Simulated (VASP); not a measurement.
# Se (P3_221) in VASP: a series of runs, part 2 of 3

VASP 6.6.1. The steps go on from the part before.

## (3) Electric field gradients, PBEsol (zz strain of -2 %)

File INCAR:

```
ALGO = Normal ; EDIFF = 1E-8
ENCUT = 520 ; GGA = PS
ISIF = 2 ; ISMEAR = -1
LASPH = T ; LCHARG = F
LEFG = T ; LREAL = F
LWAVE = F ; NBANDS = 16
NELM = 60 ; PREC = Accurate
SIGMA = 0.02
```

File KPOINTS:

```
k-points
0
Gamma
  8 8 6
```

File POSCAR:

```
Se
1.0
    4.3551696776      0.0000000000      0.0000000000
   -2.1775848388      3.7716875786      0.0000000000
    0.0000000000      0.0000000000      4.8504610000
Se
3
Direct
    0.2170000000      0.0000000000      0.1666666667
    0.0000000000      0.2170000000      0.8333333333
    0.7830000000      0.7830000000      0.5000000000
```

Potentials or basis: VASP PAW PBE potentials, release 64 (Se).

Started as:

```
$ cat potpaw_PBE.64/Se/POTCAR > POTCAR
$ mpirun -np 1 vasp_std > vasp.out
```

OUTCAR:

```text
EDIFF = 1E-8
   ENCUT = 520
   GGA = PS
   ISIF = 2
   ISMEAR = -1
   LASPH = T
   LREAL = F
   NELM = 60
   PREC = Accurate

 ion  position               nearest neighbor table
   1  0.217  0.000  0.167-   3 2.30   2 2.30
   2  0.000  0.217  0.833-   3 2.30   1 2.30
   3  0.783  0.783  0.500-   1 2.30   2 2.30

  LATTYP: Found a hexagonal cell.
 ALAT       =     4.3551696776
 C/A-ratio  =     1.1137249198

  Lattice vectors:

 A1 = (   4.3551696776,   0.0000000000,   0.0000000000)
 A2 = (  -2.1775848388,   3.7716875786,   0.0000000000)
[... 676 lines left out ...]

 Electric field gradients (V/A^2)
---------------------------------------------------------------------
 ion       V_xx      V_yy      V_zz      V_xy      V_xz      V_yz
---------------------------------------------------------------------
   1     145.593  -325.775   180.181    -0.000    -0.000  -315.201
   2    -207.932    27.751   180.181  -204.108   272.972   157.601
   3    -207.932    27.751   180.181   204.108  -272.972   157.601
---------------------------------------------------------------------

 Electric field gradients after diagonalization (V/A^2)
 (convention: |V_zz| > |V_xx| > |V_yy|)
----------------------------------------------------------------------
 ion       V_xx      V_yy      V_zz     asymmetry (V_yy - V_xx)/ V_zz
----------------------------------------------------------------------
   1     331.369   145.593  -476.962       0.389
   2     331.369   145.593  -476.962       0.389
   3     331.369   145.593  -476.962       0.389
----------------------------------------------------------------------

           NMR quadrupolar parameters

 Cq : quadrupolar parameter    Cq=e*Q*V_zz/h
 eta: asymmetry parameters     (V_yy - V_xx)/ V_zz
 Q  : nuclear electric quadrupole moment in mb (millibarn)
----------------------------------------------------------------------
 ion       Cq(MHz)       eta       Q (mb)
----------------------------------------------------------------------
   1      -1.153       0.389       1.000
   2      -1.153       0.389       1.000
   3      -1.153       0.389       1.000
----------------------------------------------------------------------
```

stdout:

```text
POSCAR found type information on POSCAR Se
 POSCAR found :  1 types and       3 ions
 scaLAPACK will be used
 -----------------------------------------------------------------------------
|                                                                             |
|                                                                             |
|     You enforced a specific xc type in the INCAR file but a different       |
|     I HOPE YOU KNOW WHAT YOU ARE DOING!                                     |
|                                                                             |
 -----------------------------------------------------------------------------

 LDA part: xc-table for (Slater+PW92), standard interpolation
 POSCAR, INCAR and KPOINTS ok, starting setup
 FFT: planning ... GRIDC
 FFT: planning ... GRID_SOFT
 FFT: planning ... GRID
 WAVECAR not read
 entering main loop
ion   1

ion   2
     0.0000499     3.7757156    -2.8037641    -2.6963835    -4.8562618     2.1799104
     0.0000687     3.7757156    -2.8037641    -2.6963835    -4.8562618     2.1799104
     0.0000946     3.7757156    -2.8037640    -2.6963835    -4.8562618     2.1799104
     0.0001302     3.7757155    -2.8037640    -2.6963834    -4.8562616     2.1799103
[... 12 lines left out ...]
     0.0000499  -186.6946203  -144.0121635  -142.5139378   249.4363841   107.7881893
     0.0000687  -186.6900630  -144.0086401  -142.5104561   249.4302813   107.7855581
     0.0000946  -186.6826750  -144.0029283  -142.5048127   249.4203883   107.7812927
     0.0001302  -186.6707579  -143.9937155  -142.4957111   249.4044312   107.7744123
```

Run time: 31 s. Hardware: 1 thread of Intel Xeon Platinum 8488C (Sapphire Rapids), shared host; peak memory 0.2 GiB.

Results:

| Quantity | Value |
| --- | --- |
| Free energy | -11.3422 eV |
| Pressure | 5.1 GPa |
| Largest force | 1.398 eV/Å |
| Band gap on the k mesh | 1.21 eV, indirect (least direct gap 1.32 eV) |

Forces on the atoms (eV/Å):
```
Se   1.398  0.000  0.000
Se  -0.699  1.210  0.000
Se  -0.699 -1.210  0.000
```

Levels at points of the mesh, in eV from the valence-band top:
```tsv
k point	band 5	band 6	band 7	band 8	band 9	band 10	band 11	band 12	band 13	band 14
(0.00, 0.00, 0.00)	-4.15	-4.04	-2.38	-2.38	-0.47	2.08	2.08	2.32	5.83	6.18
(0.50, 0.00, 0.00)	-5.02	-3.65	-3.06	-2.08	-1.13	2.04	2.58	4.39	5.18	7.33
(0.00, 0.00, 0.50)	-3.69	-3.69	-1.75	-1.75	-1.24	1.26	1.26	1.29	5.98	7.12
(0.50, 0.00, 0.50)	-4.80	-4.57	-2.02	-1.48	0.00	1.66	2.71	3.22	6.09	7.78
```

Electric field gradients, principal values (V/Å²):
```
atom    least   middle  greatest (by size)
1 Se  145.593  331.369            -476.962
2 Se  145.593  331.369            -476.962
3 Se  145.593  331.369            -476.962
```

Caveat: the cell differs from its parent crystal (zz strain of -2 %); without QUAD_EFG the Cq values of the log hold for a quadrupole moment of 1 mb, not for the nuclei; the PAW data sets were made with another functional, which shifts forces and pressure a little.

## (4) Electric field gradients, PBEsol (zz strain of -1 %)

File INCAR:

```
SYSTEM = Se
PREC = Accurate
ENCUT = 520
EDIFF = 1E-8
ISMEAR = -1
SIGMA = 0.02
LREAL = .False.
LASPH = .True.
NELM = 80
ALGO = Normal
ISIF = 2
LWAVE = .False.
LCHARG = .False.
GGA = PS
LEFG = .True.
NBANDS = 16
```

File KPOINTS:

```
Automatic mesh
0
Gamma
  8 8 6
  0 0 0
```

POSCAR, as its differences from that of step 3:

```diff
@@ -4,3 +4,3 @@
    -2.1775848388      3.7716875786      0.0000000000
-    0.0000000000      0.0000000000      4.8504610000
+    0.0000000000      0.0000000000      4.8999555000
 Se
```

Potentials or basis: VASP PAW PBE potentials, release 64 (Se).

Started as:

```
$ cat potpaw_PBE.64/Se/POTCAR > POTCAR
$ mpirun -np 1 vasp_std > vasp.out
```

OUTCAR:

```text
SYSTEM = Se
   PREC = Accurate
   ENCUT = 520
   EDIFF = 1E-8
   ISMEAR = -1
   LREAL = .False.
   LASPH = .True.
   NELM = 80
   ISIF = 2
   GGA = PS

 ion  position               nearest neighbor table
   1  0.217  0.000  0.167-   3 2.31   2 2.31
   2  0.000  0.217  0.833-   3 2.31   1 2.31
   3  0.783  0.783  0.500-   1 2.31   2 2.31

  LATTYP: Found a hexagonal cell.
 ALAT       =     4.3551696776
 C/A-ratio  =     1.1250894598

  Lattice vectors:

 A1 = (   4.3551696776,   0.0000000000,   0.0000000000)
 A2 = (  -2.1775848388,   3.7716875786,   0.0000000000)
 A3 = (   0.0000000000,   0.0000000000,   4.8999555000)

Analysis of symmetry for initial positions (statically):
=====================================================================
 Subroutine PRICEL returns:
 Original cell was already a primitive cell.

 Routine SETGRP: Setting up the symmetry group for a
[... 652 lines left out ...]
    -2.177584839  3.771687579  0.000000000     0.000000000  0.265133307  0.000000000
     0.000000000  0.000000000  4.899955500     0.000000000  0.000000000  0.204083486

 POSITION                                       TOTAL-FORCE (eV/Angst)
 -----------------------------------------------------------------------------------
      0.94507      0.00000      0.81666         1.228155     -0.000000      0.000000
     -0.47254      0.81846      4.08330        -0.614078      1.063614      0.000000
      1.70505      2.95323      2.44998        -0.614078     -1.063614      0.000000
 -----------------------------------------------------------------------------------
    total drift:                               -0.000000     -0.000000      0.000000

  FREE ENERGIE OF THE ION-ELECTRON SYSTEM (eV)
  ---------------------------------------------------
  free  energy   TOTEN  =       -11.3783402837 eV

  energy  without entropy=      -11.3783402837  energy(sigma->0) =      -11.37834028

 Electric field gradients (V/A^2)
---------------------------------------------------------------------
 ion       V_xx      V_yy      V_zz      V_xy      V_xz      V_yz
---------------------------------------------------------------------
   1     146.372  -331.925   185.552    -0.000    -0.000  -312.124
   2    -212.350    26.798   185.552  -207.109   270.307   156.062
   3    -212.350    26.798   185.552   207.108  -270.307   156.062
---------------------------------------------------------------------

 Electric field gradients after diagonalization (V/A^2)
 (convention: |V_zz| > |V_xx| > |V_yy|)
----------------------------------------------------------------------
 ion       V_xx      V_yy      V_zz     asymmetry (V_yy - V_xx)/ V_zz
----------------------------------------------------------------------
   1     332.236   146.372  -478.608       0.388
   2     332.236   146.372  -478.608       0.388
   3     332.236   146.372  -478.608       0.388
----------------------------------------------------------------------

           NMR quadrupolar parameters

 Cq : quadrupolar parameter    Cq=e*Q*V_zz/h
 eta: asymmetry parameters     (V_yy - V_xx)/ V_zz
 Q  : nuclear electric quadrupole moment in mb (millibarn)
----------------------------------------------------------------------
 ion       Cq(MHz)       eta       Q (mb)
----------------------------------------------------------------------
   1      -1.157       0.388       1.000
   2      -1.157       0.388       1.000
   3      -1.157       0.388       1.000
----------------------------------------------------------------------
```

OSZICAR:

```text
N       E                     dE             d eps       ncg     rms          rms(c)
DAV:   1     0.799372806811E+02    0.79937E+02   -0.72373E+03  1600   0.938E+02
DAV:   2    -0.639578723260E+01   -0.86333E+02   -0.81996E+02  2128   0.152E+02
DAV:   3    -0.114497656460E+02   -0.50540E+01   -0.50368E+01  1992   0.423E+01
DAV:   4    -0.114840629035E+02   -0.34297E-01   -0.34289E-01  2072   0.414E+00
DAV:   5    -0.114842992541E+02   -0.23635E-03   -0.23635E-03  2064   0.341E-01    0.780E+00
DAV:   6    -0.114086294132E+02    0.75670E-01   -0.37456E-02  1920   0.117E+00    0.481E+00
DAV:   7    -0.113791590912E+02    0.29470E-01   -0.75821E-02  1840   0.162E+00    0.204E-01
DAV:   8    -0.113782645059E+02    0.89459E-03   -0.84821E-03  1800   0.565E-01    0.949E-02
DAV:   9    -0.113783206377E+02   -0.56132E-04   -0.28399E-04  2264   0.104E-01    0.314E-02
DAV:  10    -0.113783386577E+02   -0.18020E-04   -0.23977E-05  1872   0.324E-02    0.614E-03
DAV:  11    -0.113783404678E+02   -0.18101E-05   -0.50268E-06  2200   0.134E-02    0.339E-03
DAV:  12    -0.113783402938E+02    0.17402E-06   -0.98211E-07  2016   0.625E-03    0.953E-04
DAV:  13    -0.113783402846E+02    0.91970E-08   -0.19673E-07  2112   0.251E-03    0.362E-04
DAV:  14    -0.113783402746E+02    0.10029E-07   -0.16965E-08  1776   0.794E-04    0.134E-04
DAV:  15    -0.113783402837E+02   -0.91674E-08   -0.80043E-10  1112   0.180E-04
   1 F= -.11378340E+02 E0= -.11378340E+02  d E =-.328670E-10
```

stdout:

```text
POSCAR found type information on POSCAR Se
 POSCAR found :  1 types and       3 ions
 scaLAPACK will be used
 -----------------------------------------------------------------------------
|                                                                             |
|                                                                             |
|     You enforced a specific xc type in the INCAR file but a different       |
|     I HOPE YOU KNOW WHAT YOU ARE DOING!                                     |
|                                                                             |
 -----------------------------------------------------------------------------

 LDA part: xc-table for (Slater+PW92), standard interpolation
 POSCAR, INCAR and KPOINTS ok, starting setup
 FFT: planning ... GRIDC
 FFT: planning ... GRID_SOFT
 FFT: planning ... GRID
 WAVECAR not read
 entering main loop
ion   1

ion   2
     0.0000499     3.8510044    -2.7895229    -2.7986988    -4.8315954     2.2233784
     0.0000687     3.8510044    -2.7895229    -2.7986987    -4.8315953     2.2233784
     0.0000946     3.8510044    -2.7895228    -2.7986987    -4.8315953     2.2233784
     0.0001302     3.8510043    -2.7895228    -2.7986986    -4.8315952     2.2233784
[... 12 lines left out ...]
     0.0000499  -189.4753930  -142.6278412  -146.8021216   247.0386675   109.3936691
     0.0000687  -189.4707718  -142.6243524  -146.7985358   247.0326248   109.3910011
     0.0000946  -189.4632804  -142.6186970  -146.7927234   247.0228293   109.3866759
     0.0001302  -189.4511965  -142.6095748  -146.7833489   247.0070291   109.3796993
```

It took 29 s on 1 thread of Intel Xeon Platinum 8488C (Sapphire Rapids), shared host; peak memory 0.2 GiB.

What came out:

| Item | Value |
| --- | --- |
| Free energy | -11.3783 eV |
| Pressure | 4.1 GPa |
| Largest force | 1.228 eV/Å |
| Band gap on the k mesh | 1.13 eV, indirect (least direct gap 1.22 eV) |

Forces on the atoms (eV/Å):
```
Se   1.228  0.000  0.000
Se  -0.614  1.064  0.000
Se  -0.614 -1.064  0.000
```

Stress tensor (GPa, compression positive):
```
2.99 0.00 0.00
0.00 2.99 0.00
0.00 0.00 6.33
```

Levels at points of the mesh, in eV from the valence-band top:
| k point | band 6 | band 7 | band 8 | band 9 | band 10 | band 11 | band 12 | band 13 |
| --- | --- | --- | --- | --- | --- | --- | --- | --- |
| (0.00, 0.00, 0.00) | -3.93 | -2.29 | -2.29 | -0.44 | 2.04 | 2.04 | 2.36 | 5.82 |
| (0.50, 0.00, 0.00) | -3.57 | -3.03 | -2.03 | -1.10 | 2.03 | 2.57 | 4.35 | 5.21 |
| (0.00, 0.00, 0.50) | -3.60 | -1.67 | -1.67 | -1.23 | 1.26 | 1.30 | 1.30 | 5.99 |
| (0.50, 0.00, 0.50) | -4.48 | -1.96 | -1.47 | 0.00 | 1.58 | 2.74 | 3.18 | 6.09 |

Electric field gradients, principal values (V/Å²):
| atom | least | middle | greatest (by size) |
| --- | --- | --- | --- |
| 1 Se | 146.372 | 332.236 | -478.608 |
| 2 Se | 146.372 | 332.236 | -478.608 |
| 3 Se | 146.372 | 332.236 | -478.608 |

Caveat: the cell differs from its parent crystal (zz strain of -1 %); without QUAD_EFG the Cq values of the log hold for a quadrupole moment of 1 mb, not for the nuclei; the PAW data sets were made with another functional, which shifts forces and pressure a little.

(Continued in part 3 of 3.)
